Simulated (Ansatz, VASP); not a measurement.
## One calculation of AlAs, two programs

The input INCAR:

```
PREC = Accurate
ENCUT = 500
EDIFF = 1E-6
ISMEAR = 0
SIGMA = 0.01
LREAL = False
LASPH = True
NELM = 120
ALGO = Normal
ISIF = 2
LWAVE = False
LCHARG = False
GGA = PE
NBANDS = 11
GGA_COMPAT = False
```

File KPOINTS:

```
Automatic mesh
0
Gamma
  6 6 6
```

Contents of POSCAR:

```
AlAs
1.0
    0.0000000000      2.8053451459      2.8053451459
    2.8053451459      0.0000000000      2.8053451459
    2.8053451459      2.8053451459      0.0000000000
Al As
1 1
Direct
    0.0000000000      0.0000000000      0.0000000000
    0.2500000000      0.2500000000      0.2500000000
```

Input for Ansatz:

```yaml
crystal:
  lattice:
    - [0.0, 2.8053451459, 2.8053451459]
    - [2.8053451459, 0.0, 2.8053451459]
    - [2.8053451459, 2.8053451459, 0.0]
  atoms:
    - { symbol: Al, position: [0.0, 0.0, 0.0] }
    - { symbol: As, position: [0.25, 0.25, 0.25] }
kpoints:
  mp_grid: { grid: [6, 6, 6] }
hamiltonian:
  xc: pbe
scf:
  occupations: { method: fixed }
  n_extra_bands: 4
output:
  forces: true
  stress: true
  eigenvalues: true
```

Alike in both runs: task single point; functional PBE; k mesh 6 × 6 × 6; no spin polarisation.

|  | VASP | Ansatz |
| --- | --- | --- |
| version | VASP 6.6.1 | Ansatz 0.2.0 |
| potentials or method | VASP PAW PBE potentials, release 64 (Al, As) | plane waves, PAW |
| plane-wave cutoff (eV) | 500 | 420 |
| occupations | gaussian, width 0.01 eV | fixed |
| valence electrons in the cell | 8 | 18 |

```tsv
	VASP	Ansatz	Ansatz less VASP
gap on the k mesh at the Fermi level (eV)	1.38	1.39	+0.011
pressure (GPa)	5.0	4.8	-0.21
```

VASP's potentials hold 8 valence electrons a cell and Ansatz's 18, so a difference there can come from the potentials and not from the codes.
